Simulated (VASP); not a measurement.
# Cs2B3 (P-3m1) in VASP: notebook

Runs on Cs2B3. Level: PBE. Tasks: single point, relaxation of cell and atoms.

Program: VASP 6.6.1. These are calculated values, not measurements. Logs are shortened: lines on timing, memory, paths and dates and some standing lists are left out, and cuts for length are marked.

## Step 1: The cell of the first run

Symmetry: P-3m1, No. 164, trigonal system. Conventional cell: a = 3.353 Å, b = 3.353 Å, c = 11.030 Å, α = 90.00°, β = 90.00°, γ = 120.00°. Cs (site symmetry 3m) has 7 B at 3.08 to 3.60 Å and 6 Cs at 3.35 Å within 4.1 Å. B (site symmetry -3m) has 6 Cs at 3.13 Å and 6 B at 3.35 Å within 4.1 Å. B (site symmetry 3m) has 3 B at 1.94 Å within 2.6 Å.

## Step 2: Single point, PBE

The input, INCAR:

```
  ALGO = Normal
  EDIFF = 1E-6
  ENCUT = 520
  GGA = PE
  ISIF = 2
  ISMEAR = 0
  LASPH = True
  LCHARG = False
  LREAL = False
  LWAVE = False
  NBANDS = 22
  NELM = 80
  PREC = Accurate
  SIGMA = 0.1
```

The input, KPOINTS:

```
k-points
0
Gamma
  12 12 4
```

The input, POSCAR:

```
Cs2B3
1.0
    3.3527465186      0.0000000000      0.0000000000
   -1.6763732593      2.9035636576      0.0000000000
    0.0000000000      0.0000000000     11.0304492314
Cs B
2 3
Direct
    0.3333333333      0.6666666667      0.2228030088
    0.6666666667      0.3333333333      0.7771969912
    0.0000000000      0.0000000000      0.0000000000
    0.3333333333      0.6666666667      0.5021850166
    0.6666666667      0.3333333333      0.4978149834
```

Potentials or basis: VASP PAW PBE potentials, release 64 (Cs_sv, B).

Started as:

```bash
cat potpaw_PBE.64/Cs_sv/POTCAR potpaw_PBE.64/B/POTCAR > POTCAR
mpirun -np 1 vasp_std > vasp.out
```

OUTCAR:

```text
EDIFF = 1E-6
   ENCUT = 520
   GGA = PE
   ISIF = 2
   ISMEAR = 0
   LASPH = True
   LREAL = False
   NELM = 80
   PREC = Accurate

 ion  position               nearest neighbor table
   1  0.333  0.667  0.223-
   2  0.667  0.333  0.777-
   3  0.000  0.000  0.000-
   4  0.333  0.667  0.502-   5 1.94   5 1.94   5 1.94
   5  0.667  0.333  0.498-   4 1.94   4 1.94   4 1.94

  LATTYP: Found a hexagonal cell.
 ALAT       =     3.3527465186
 C/A-ratio  =     3.2899741064

  Lattice vectors:

 A1 = (   3.3527465186,   0.0000000000,   0.0000000000)
 A2 = (  -1.6763732593,   2.9035636576,   0.0000000000)
 A3 = (   0.0000000000,   0.0000000000,  11.0304492314)

Analysis of symmetry for initial positions (statically):
=====================================================================
 Subroutine PRICEL returns:
 Original cell was already a primitive cell.

 Routine SETGRP: Setting up the symmetry group for a
 hexagonal supercell.

 Subroutine GETGRP returns: Found 12 space group operations
 (whereof 12 operations were pure point group operations)
 out of a pool of 24 trial point group operations.

The static configuration has the point symmetry D_3d.

Analysis of symmetry for dynamics (positions and initial velocities):
=====================================================================
 Subroutine PRICEL returns:
 Original cell was already a primitive cell.

 Routine SETGRP: Setting up the symmetry group for a
 hexagonal supercell.

 Subroutine GETGRP returns: Found 12 space group operations
 (whereof 12 operations were pure point group operations)
 out of a pool of 24 trial point group operations.

The dynamic configuration has the point symmetry D_3d.

 Subroutine INISYM returns: Found 12 space group operations
 (whereof 12 operations are pure point group operations),
 and found     1 'primitive' translations

----------------------------------------------------------------------------------------

                                     Primitive cell

  volume of cell :     107.3805

  direct lattice vectors                    reciprocal lattice vectors
     3.352746519  0.000000000  0.000000000     0.298262930  0.172202183  0.000000000
    -1.676373259  2.903563658  0.000000000     0.000000000  0.344404366  0.000000000
     0.000000000  0.000000000 11.030449231     0.000000000  0.000000000  0.090658139

  length of vectors
     3.352746519  3.352746519 11.030449231     0.344404366  0.344404366  0.090658139

  position of ions in fractional coordinates (direct lattice)
     0.333333333  0.666666667  0.222803009
     0.666666667  0.333333333  0.777196991
     0.000000000  0.000000000  0.000000000
     0.333333333  0.666666667  0.502185017
     0.666666667  0.333333333  0.497814983

  ion indices of the primitive-cell ions
   primitive index   ion index
                 1           1
                 2           2
                 3           3
                 4           4
                 5           5

----------------------------------------------------------------------------------------

 KPOINTS: k-points

Automatic generation of k-mesh.
 Grid dimensions read from file:
 generate k-points for:   12   12    4

 Generating k-lattice:

  Cartesian coordinates                     Fractional coordinates (reciprocal lattice)
     0.024855244  0.014350182  0.000000000     0.083333333  0.000000000  0.000000000
     0.000000000  0.028700364  0.000000000     0.000000000  0.083333333  0.000000000
     0.000000000  0.000000000  0.022664535     0.000000000  0.000000000  0.250000000

  Length of vectors
     0.028700364  0.028700364  0.022664535

  Shift w.r.t. Gamma in fractional coordinates (k-lattice)
     0.000000000  0.000000000  0.000000000

 Subroutine IBZKPT returns following result:
 ===========================================

 Found     69 irreducible k-points:

 Following reciprocal coordinates:
            Coordinates               Weight
  0.000000  0.000000  0.000000      1.000000
  0.083333 -0.000000  0.000000      6.000000
  0.166667  0.000000  0.000000      6.000000
  0.250000  0.000000  0.000000      6.000000
  0.333333  0.000000  0.000000      6.000000
  0.416667 -0.000000  0.000000      6.000000
[... 16 lines left out ...]
  0.166667  0.000000  0.250000      6.000000
  0.000000  0.166667  0.250000      6.000000
 [... further k-points ...]
   k-points           NKPTS =     69   k-points in BZ     NKDIM =     69   number of bands    NBANDS=     22
   number of dos      NEDOS =    301   number of ions     NIONS =      5
   total plane-waves  NPLWV =  65856
   dimension x,y,z NGX =    28 NGY =   28 NGZ =   84
   dimension x,y,z NGXF=    56 NGYF=   56 NGZF=  168
   ions per type =               2   3
   NGX,Y,Z   is equivalent  to a cutoff of  13.88, 13.88, 12.66 a.u.
   NGXF,Y,Z  is equivalent  to a cutoff of  27.77, 27.77, 25.32 a.u.
 SYSTEM =  unknown system
   PREC   = accura    normal or accurate (medium, high low for compatibility)
   ISTART =      0    job   : 0-new  1-cont  2-samecut
   ICHARG =      2    charge: 1-file 2-atom 10-const
   ISPIN  =      1    spin polarized calculation?
   LNONCOLLINEAR =      F non collinear calculations
   LSORBIT =      F    spin-orbit coupling
   LASPH  =      T    aspherical Exc in radial PAW
   ENCUT  =  520.0 eV  38.22 Ry    6.18 a.u.   6.23  6.23 20.51*2*pi/ulx,y,z
   NELM   =     80;   NELMIN=  2; NELMDL= -5     # of ELM steps
   EDIFF  = 0.1E-05   stopping-criterion for ELM
   LREAL  =      F    real-space projection
   EDIFFG = 0.1E-04   stopping-criterion for IOM
   NSW    =      0    number of steps for IOM
   IBRION =     -1    ionic relax: 0-MD 1-quasi-New 2-CG
   NFREE  =      0    steps in history (QN), initial steepest desc. (CG)
   ISIF   =      2    stress and relaxation
   ISYM   =      2    0-nonsym 1-usesym 2-fastsym
   POTIM  = 0.5000    time-step for ionic-motion
   TEBEG  =    0.0;   TEEND  =   0.0 temperature during run
   PSTRESS=    0.0 pullay stress
   NELECT =      27.0000    total number of electrons
   NUPDOWN=      -1.0000    fix difference up-down
   EMIN   =  10.00;   EMAX   =-10.00  energy-range for DOS
   EFERMI =   0.00;   METHOD = LEGACY
   ISMEAR =     0;   SIGMA  =   0.10  broadening in eV -4-tet -1-fermi 0-gaus
   EFERMI_NEDOS =   21; number of points for ismear=-14 and -15
   IALGO  =     38    algorithm
   IMIX   =      4    mixing-type and parameters
     AMIX     =   0.40;   BMIX     =  1.00
     AMIX_MAG =   1.60;   BMIX_MAG =  1.00
  volume/ion in A,a.u.               =      21.48       144.93
  Fermi-wavevector in a.u.,A,eV,Ry     =   1.033287  1.952629 14.526698  1.067682
  Thomas-Fermi vector in A             =   2.167526
   LORBIT       =      0    0 simple, 1 ext, 2 COOP (PROOUT), +10 PAW based schemes
   GGA     = PE    functional components
   LHFCALC =     F    Hartree Fock is set to
   AEXX    =    0.0000 exact exchange contribution
   IVDW    =     0    specifies the selected vdW correction
   LEPSILON=     F    determine dielectric tensor
   LRPA    =     F    only Hartree local field effects (RPA)
 non-spin polarized calculation
 Gauss-broadening in eV      SIGMA  =   0.10
  energy-cutoff  :      520.00
  volume of cell :      107.38
 maximum number of plane-waves:      2921
 NGX is ok and might be reduce to    28
   NGX = 13   NGY = 13   NGZ = 41

 number of electron      27.0000002 magnetization

 Free energy of the ion-electron system (eV)
  ---------------------------------------------------
  ext. energy  EPLUGINS =         0.00000000
  ---------------------------------------------------
  free energy    TOTEN  =       -13.90593054 eV

  energy without entropy =      -13.88790766  energy(sigma->0) =      -13.89691910

 E-fermi :   3.5690     XC(G=0):  -9.5722

 val. band max:        3.5498020618   @ k =   0.1667   0.0833   0.0000
 cond. band min:       3.5874525298   @ k =   0.3333   0.0000   0.0000
 fundamental gap:      0.0376504680
 Fermi energy:         3.5689640946

 k-point     1 :       0.0000    0.0000    0.0000
  band No.  band energies     occupation
      1     -20.2809      2.00000
      2     -20.2726      2.00000
      3      -7.6300      2.00000
      4      -7.0035      2.00000
      5      -5.1914      2.00000
      6      -4.3867      2.00000
[... 14 lines left out ...]
     21       8.6948      0.00000
     22       8.6948      0.00000

 k-point     2 :       0.0833   -0.0000    0.0000
  band No.  band energies     occupation
      1     -20.2223      2.00000
      2     -20.2141      2.00000
      3      -7.5519      2.00000
      4      -6.9387      2.00000
      5      -5.1462      2.00000
      6      -4.8011      2.00000
[... 14 lines left out ...]
     21       8.5541      0.00000
     22       8.9230      0.00000

 k-point     3 :       0.1667    0.0000    0.0000
  band No.  band energies     occupation
      1     -20.0561      2.00000
      2     -20.0485      2.00000
      3      -7.3265      2.00000
      4      -6.7549      2.00000
      5      -5.8363      2.00000
      6      -5.7879      2.00000
[... 14 lines left out ...]
     21       8.7613      0.00000
     22       9.4631      0.00000

 k-point     4 :       0.2500    0.0000    0.0000
  band No.  band energies     occupation
      1     -19.8128      2.00000
      2     -19.8062      2.00000
      3      -7.0499      2.00000
      4      -6.9380      2.00000
      5      -6.8921      2.00000
      6      -6.4796      2.00000
[... 14 lines left out ...]
     21       9.4513      0.00000
     22       9.6765      0.00000

 k-point     5 :       0.3333    0.0000    0.0000
  band No.  band energies     occupation
      1     -19.5467      2.00000
      2     -19.5415      2.00000
      3      -7.9821      2.00000
      4      -7.9512      2.00000
      5      -6.5580      2.00000
      6      -6.1871      2.00000
[... 14 lines left out ...]
     21       9.2427      0.00000
     22       9.6697      0.00000

 k-point     6 :       0.4167   -0.0000    0.0000
  band No.  band energies     occupation
      1     -19.3339      2.00000
      2     -19.3304      2.00000
      3      -8.6736      2.00000
      4      -8.6464      2.00000
      5      -6.1882      2.00000
      6      -5.9655      2.00000
[... 14 lines left out ...]
     21       8.9902      0.00000
     22       9.6594      0.00000

 k-point     7 :       0.5000    0.0000    0.0000
  band No.  band energies     occupation
      1     -19.2513      2.00000
      2     -19.2490      2.00000
      3      -8.9208      2.00000
      4      -8.8944      2.00000
      5      -6.0157      2.00000
      6      -5.8996      2.00000
[... 324 lines left out ...]
      6      -4.3867      2.00000
[... 14 lines left out ...]
     21       8.7249      0.00000
     22       8.7249      0.00000

 k-point    21 :       0.0833   -0.0000    0.2500
  band No.  band energies     occupation
      1     -20.2220      2.00000
      2     -20.2145      2.00000
      3      -7.4856      2.00000
      4      -7.0572      2.00000
      5      -5.0391      2.00000
      6      -4.8016      2.00000
[... 14 lines left out ...]
     21       8.5448      0.00000
     22       8.9331      0.00000

 k-point    22 :       0.0000    0.0833    0.2500
  band No.  band energies     occupation
      1     -20.2220      2.00000
      2     -20.2145      2.00000
      3      -7.4858      2.00000
      4      -7.0569      2.00000
      5      -5.0381      2.00000
      6      -4.8061      2.00000
[... 14 lines left out ...]
     21       8.5234      0.00000
     22       8.9592      0.00000

 k-point    23 :       0.1667    0.0000    0.2500
  band No.  band energies     occupation
      1     -20.0558      2.00000
      2     -20.0488      2.00000
      3      -7.2636      2.00000
      4      -6.8650      2.00000
      5      -5.8229      2.00000
      6      -5.7875      2.00000
[... 14 lines left out ...]
     21       8.9720      0.00000
     22       9.6748      0.00000

 k-point    24 :       0.0000    0.1667    0.2500
  band No.  band energies     occupation
      1     -20.0558      2.00000
      2     -20.0488      2.00000
      3      -7.2655      2.00000
      4      -6.8616      2.00000
      5      -5.8180      2.00000
      6      -5.7933      2.00000
[... 14 lines left out ...]
     21       8.6055      0.00000
     22       9.4367      0.00000

 [... further k-points ...]

------------------------ aborting loop because EDIFF is reached ----------------------------------------

  FORCE on cell =-STRESS in cart. coord.  units (eV):
  Direction    XX          YY          ZZ          XY          YZ          ZX
  --------------------------------------------------------------------------------------
  -------------------------------------------------------------------------------------
  Total        0.2676652      0.2676652      0.1892822      0.0000000     -0.0000000      0.0000000
  in kB        3.9937164      3.9937164      2.8241978      0.0000000     -0.0000000      0.0000000
  external PRESSURE =       3.6038769 kB  Pullay stress =       0.0000000 kB

 VOLUME and BASIS-vectors are now :
 -----------------------------------------------------------------------------
  energy-cutoff  :      520.00
  volume of cell :      107.38
      direct lattice vectors                 reciprocal lattice vectors
     3.352746519  0.000000000  0.000000000     0.298262930  0.172202183  0.000000000
    -1.676373259  2.903563658  0.000000000     0.000000000  0.344404366  0.000000000
     0.000000000  0.000000000 11.030449231     0.000000000  0.000000000  0.090658139

 POSITION                                       TOTAL-FORCE (eV/Angst)
 -----------------------------------------------------------------------------------
     -0.00000      1.93571      2.45762        -0.000000      0.000000      0.009191
      1.67637      0.96785      8.57283         0.000000     -0.000000     -0.009191
      0.00000      0.00000      0.00000         0.000000      0.000000     -0.000000
     -0.00000      1.93571      5.53933         0.000000     -0.000000      0.008150
      1.67637      0.96785      5.49112         0.000000      0.000000     -0.008150
 -----------------------------------------------------------------------------------
    total drift:                                0.000000      0.000000      0.000000

  FREE ENERGIE OF THE ION-ELECTRON SYSTEM (eV)
  ---------------------------------------------------
  free  energy   TOTEN  =       -13.9059305394 eV

  energy  without entropy=      -13.8879076620  energy(sigma->0) =      -13.89691910
```

Wall time 5.6 min (1 thread of Intel Xeon 8259CL, shared host); peak memory 0.32 GiB.

What came out:

```yaml
Free_energy: -13.9059 eV
Pressure: 0.4 GPa
Largest_force: 0.009 eV/Å
Band_gap_on_the_k_mesh: zero (an odd number of electrons rules out a gap without spin polarisation)
```

Forces on the atoms (eV/Å):
```
Cs   0.000  0.000  0.009
Cs   0.000  0.000 -0.009
B    0.000  0.000  0.000
B    0.000  0.000  0.008
B    0.000  0.000 -0.008
```

Levels at points of the mesh, in eV from the Fermi level:
```csv
k point,band 11,band 12,band 13,band 14,band 15,band 16,band 17,band 18
"(0.00, 0.00, 0.00)",-2.24,0.48,1.10,1.10,1.85,2.33,3.06,3.06
"(0.50, 0.00, 0.00)",-4.63,-1.60,-0.71,-0.54,0.30,0.67,1.26,2.15
"(0.00, 0.00, 0.50)",-1.68,0.03,1.10,1.10,1.86,2.30,3.07,3.07
"(0.50, 0.00, 0.50)",-4.57,-1.43,-0.91,-0.71,0.62,0.73,1.24,1.46
```

Caveat: spin-orbit coupling is left out, which moves the levels of the heavy elements.

[end of part 1 of 2]

The gap in the log of VASP goes by the Fermi energy; the results here count the filled bands.